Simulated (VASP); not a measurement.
# BaZrO3: single point with PBE

BaZrO3:

```
CELL_PARAMETERS angstrom
4.18150 0.00000 0.00000
0.00000 4.18150 0.00000
0.00000 0.00000 4.18150
ATOMIC_POSITIONS crystal
Ba 0.00000 0.00000 0.00000
Zr 0.50000 0.50000 0.50000
O 0.00000 0.50000 0.50000
O 0.50000 0.50000 0.00000
O 0.50000 0.00000 0.50000
```

```
Program                : VASP 6.6.1
Task                   : single point
Functional             : PBE
Potentials or basis    : VASP PAW PBE potentials, release 64 (Ba_sv, Zr_sv, O_h)
Cutoff                 : 1340 eV
k mesh                 : 8 × 8 × 8
Occupations            : gaussian, width 0.05 eV
Spin                   : no spin polarisation
Dipole correction      : no
Further INCAR settings : ALGO = Normal; EDIFF = 1e-06; NBANDS = 28
```

```
Pressure               : 6.2 GPa
Band gap on the k mesh : 3.21 eV (least direct gap 3.42 eV)
```

Levels at points of the mesh, in eV from the valence-band top:
| k point | band 17 | band 18 | band 19 | band 20 | band 21 | band 22 | band 23 | band 24 |
| --- | --- | --- | --- | --- | --- | --- | --- | --- |
| (0.00, 0.00, 0.00) | -0.99 | -0.21 | -0.21 | -0.21 | 3.21 | 3.21 | 3.21 | 4.67 |
| (0.50, 0.00, 0.00) | -1.74 | -1.70 | -0.44 | -0.44 | 3.66 | 5.76 | 5.76 | 6.46 |
| (0.50, 0.50, 0.00) | -0.93 | -0.93 | -0.77 | -0.08 | 5.73 | 5.73 | 6.50 | 6.54 |
| (0.50, 0.50, 0.50) | -2.54 | 0.00 | 0.00 | 0.00 | 6.01 | 6.01 | 6.01 | 7.07 |

It took 2.7 min on 1 thread of Intel(R) Xeon(R) 6975P-C (Granite Rapids), on a shared host, peak memory 0.56 GiB.

Caveat: the cell stands under pressure; spin-orbit coupling is left out, which moves the levels of the heavy elements. A k mesh can miss the band edges.
